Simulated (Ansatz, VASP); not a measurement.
**One calculation of TiO2, two programs**

The input POSCAR:

```
TiO2
1.0
    2.7060340000     -2.7066550000      0.0000000000
    2.7060340000      2.7066550000      0.0000000000
   -2.6335310000      0.0000000000      4.7966370000
Ti O
2 4
Direct
    0.1341100000      0.8658900000      0.2500000000
    0.8658900000      0.1341100000      0.7500000000
    0.3312210000      0.0887550000      0.6671490000
    0.6687790000      0.9112450000      0.3328510000
    0.9112450000      0.6687790000      0.8328510000
    0.0887550000      0.3312210000      0.1671490000
```

The input INCAR.step1:

```
PREC = Accurate ; ENCUT = 910
ISMEAR = 0 ; SIGMA = 0.02
LREAL = F ; LASPH = T
NELM = 120 ; NBANDS = 33
GGA = PE ; ALGO = Normal
EDIFF = 1E-5 ; LWAVE = T
LCHARG = F ; GGA_COMPAT = F
```

The input INCAR.step2:

```
PREC = Accurate ; ENCUT = 910
EDIFF = 1E-6 ; ISMEAR = 0
SIGMA = 0.02 ; LREAL = F
LASPH = T ; NELM = 120
ALGO = Normal ; ISIF = 2
LWAVE = F ; LCHARG = F
METAGGA = R2SCAN ; LMIXTAU = T
NBANDS = 33 ; ISTART = 1
GGA_COMPAT = F
```

The input KPOINTS:

```
regular mesh
0
Gamma
  2 2 2
```

Input for Ansatz:

```yaml
crystal:
  lattice:
    - [2.706034, -2.706655, 0.0]
    - [2.706034, 2.706655, 0.0]
    - [-2.633531, 0.0, 4.796637]
  atoms:
    - { symbol: Ti, position: [0.13411, 0.86589, 0.25] }
    - { symbol: Ti, position: [0.86589, 0.13411, 0.75] }
    - { symbol: O, position: [0.331221, 0.088755, 0.667149] }
    - { symbol: O, position: [0.668779, 0.911245, 0.332851] }
    - { symbol: O, position: [0.911245, 0.668779, 0.832851] }
    - { symbol: O, position: [0.088755, 0.331221, 0.167149] }
basis:
  ecutwfc: 500
kpoints:
  mp_grid: { grid: [2, 2, 2] }
hamiltonian:
  xc: r2scan
scf:
  occupations: { method: gaussian, width: 0.02 }
output:
  forces: true
  stress: true
  eigenvalues: true
```

Alike in both runs: task single point; functional r2SCAN; k mesh 2 × 2 × 2; occupations gaussian, width 0.02 eV; no spin polarisation.

|  | VASP | Ansatz |
| --- | --- | --- |
| version | VASP 6.6.1 | Ansatz 0.2.0 |
| potentials or method | VASP PAW PBE potentials, release 64 (Ti_sv, O_h), cutoff 910 eV | scalar-relativistic, plane waves, PAW |
| valence electrons in the cell | 48 | 48 |

Ansatz gave:

```
gap on the k mesh at the Fermi level (eV) : 2.43
least direct gap on the mesh (eV)         : 2.88
rms of the force components (eV/Å)        : 0.194
```

Task: Estimate VASP's values.

Result: gap on the k mesh at the Fermi level (eV): 2.46; least direct gap on the mesh (eV): 2.91; rms of the force components (eV/Å): 0.180.

VASP's potentials were made for PBE, not for r2SCAN. Atom by atom the forces differ by 0.018 eV/Å (rms over components).

The k mesh is coarse, so the values compare programs but aren't converged. Noted on VASP's run: the cutoff is short for stress, so the pressure is rough.
